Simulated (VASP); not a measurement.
BN, 4 atoms in the cell. The typed cell holds 4 atoms: a = 2.504 Å, b = 2.526 Å, c = 6.662 Å, α = 90.41°, β = 91.14°, γ = 120.85°.  This cell differs from its parent crystal: equal xy, yz and zx shear strains of -2 %.

```yaml
Program: VASP 6.6.1
Task: electric field gradients
Functional: PBEsol
Potentials_or_basis: VASP PAW PBE potentials, release 64 (B, N)
Cutoff: 520 eV
k_mesh: 11 × 11 × 4
Occupations: fermi-dirac, width 0.02 eV
Spin: no spin polarisation
Dipole_correction: no
Further_INCAR_settings: ALGO = Normal; EDIFF = 1e-08; NBANDS = 16
```

Potentials or basis: VASP PAW PBE potentials, release 64 (B, N).

Launch:

```bash
$ cat potpaw_PBE.64/B/POTCAR potpaw_PBE.64/N/POTCAR > POTCAR
$ mpirun -np 1 vasp_std > vasp.out
```

Hardware: 1 thread of Intel(R) Xeon(R) Platinum 8259CL CPU @ 2.50GHz (Skylake/Cascade Lake) (shared host).

Question: How long does it take, and how much memory?

Answer: Wall time 2.2 min on 1 thread of Intel(R) Xeon(R) Platinum 8259CL CPU @ 2.50GHz (Skylake/Cascade Lake), with other jobs on the host, peak memory 0.23 GiB. Counts: scf iterations 15, k points 243.
